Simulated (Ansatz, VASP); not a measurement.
## Two plane-wave programs on As

```
CELL_PARAMETERS angstrom
3.57162 0.00000 0.00000
-1.78581 3.09312 0.00000
0.00000 0.00000 28.57424
ATOMIC_POSITIONS crystal
As 0.33333 0.66667 0.47555
As 0.66667 0.33333 0.52445
```

Alike in both runs: task single point; functional r2SCAN; k mesh 9 × 9 × 1; occupations gaussian, width 0.02 eV; no spin polarisation.

|  | VASP | Ansatz |
| --- | --- | --- |
| version | VASP 6.6.1 | Ansatz 0.2.0 |
| potentials or method | VASP PAW PBE potentials, release 64 (As), cutoff 520 eV | scalar-relativistic, plane waves, PAW |
| valence electrons in the cell | 10 | 30 |

|  | VASP | Ansatz | Ansatz less VASP |
| --- | --- | --- | --- |
| gap on the k mesh at the Fermi level (eV) | 1.86 | 1.85 | -0.007 |
| least direct gap on the mesh (eV) | 2.50 | 2.51 | +0.015 |
| rms of the force components (eV/Å) | 0.184 | 0.217 | +0.0331 |

VASP's potentials were made for PBE, not for r2SCAN. Atom by atom the forces differ by 0.033 eV/Å (rms over components). VASP's potentials hold 10 valence electrons a cell and Ansatz's 30, so a difference there can come from the potentials and not from the codes.
